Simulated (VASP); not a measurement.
Co: single point with PBE

The system is Co.

```
Co
1.0
     2.47056    0.00000    0.00000
    -1.23528    2.13957    0.00000
     0.00000    0.00000    8.08823
Co
4
Cartesian
  1.2353 0.7132 6.0662
  0.0000 0.0000 4.0441
  0.0000 1.4264 2.0221
  0.0000 0.0000 0.0000
```

```yaml
Program: VASP 6.6.1
Task: single point
Functional: PBE
Potentials_or_basis: VASP PAW PBE potentials, release 64 (Co)
Cutoff: 520 eV
k_mesh: 10 × 10 × 3
Occupations: fermi-dirac, width 0.05 eV
Spin: collinear spin, ferromagnetic start
Starting_moments: "[1.5, 1.5, 1.5, 1.5] μB"
Fixed_moment: 6 μB
Dipole_correction: no
Further_INCAR_settings: ALGO = Normal; EDIFF = 1e-06; NBANDS = 30
```

```yaml
Pressure: 1.3 GPa
Net_moment: 6.00 μB per cell
Site_moments: Co +1.53, +1.51 μB
Valence_electrons_inside_the_program's_atomic_spheres: Co 8.30
```

Stress tensor (GPa, compression positive):
```
 2.70  0.00  0.00
 0.00  2.70  0.00
 0.00  0.00 -1.40
```

Wall time 36 s on 1 thread of AMD EPYC 9R45 96-Core Processor (Zen 5), on a shared host, peak memory 0.16 GiB.

Caveat: the total moment is fixed, so each spin has its own Fermi level.
